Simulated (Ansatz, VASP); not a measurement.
**Zn in VASP and in Ansatz**

The input INCAR:

```
PREC = Accurate
ENCUT = 520
EDIFF = 1E-8
ISMEAR = -1
SIGMA = 0.05
LREAL = False
LASPH = True
NELM = 80
ALGO = Normal
ISIF = 2
LWAVE = False
LCHARG = False
GGA = CA
LEFG = True
NBANDS = 19
```

The input KPOINTS:

```
Automatic mesh
0
Gamma
  12 12 7
```

POSCAR

```
Zn
1.0
    2.7850770257      0.0000000000      0.0000000000
   -1.3925385129      2.4119474558      0.0000000000
    0.0000000000      0.0000000000      4.5118247817
Zn
2
Direct
    0.3333333333      0.6666666667      0.2500000000
    0.6666666667      0.3333333333      0.7500000000
```

Input for Ansatz:

```yaml
crystal:
  lattice:
    - [2.7850770257, 0.0, 0.0]
    - [-1.3925385129, 2.4119474558, 0.0]
    - [0.0, 0.0, 4.5118247817]
  atoms:
    - { symbol: Zn, position: [0.3333333333, 0.6666666667, 0.25] }
    - { symbol: Zn, position: [0.6666666667, 0.3333333333, 0.75] }
kpoints:
  mp_grid: { grid: [12, 12, 7] }
scf:
  occupations: { method: fermi_dirac, width: 0.05 }
hamiltonian:
  xc: lda
  pseudopotentials: { kind: all_electron, datasets: crystal }
output:
  forces: true
  stress: true
  eigenvalues: true
  efg: { contact_densities: true }
```

Change from the starting cell: shortest bond scaled by 1, crystal datasets.

Alike in both runs: task electric field gradients; functional LDA; k mesh 12 × 12 × 7; occupations fermi-dirac, width 0.05 eV; no spin polarisation.

|  | VASP | Ansatz |
| --- | --- | --- |
| version | VASP 6.6.1 | Ansatz 0.2.0 |
| potentials or method | VASP PAW LDA potentials, release 64 (Zn), cutoff 520 eV | all-electron PAW with datasets made for the crystal, scalar-relativistic |

```tsv
	VASP	Ansatz	Ansatz less VASP
pressure (GPa)	-9.2	-9.6	-0.42
traceless stress, the component that is largest in VASP (GPa)	-1.53	-1.56	-0.030
size of Vzz on the site where it differs most (V/Å²)	7.0	7.5	+0.47
```

LDA's correlation is that of Perdew and Zunger in VASP and of Perdew and Wang (1992) in Ansatz. Ansatz ran all-electron here, and VASP with PAW potentials.
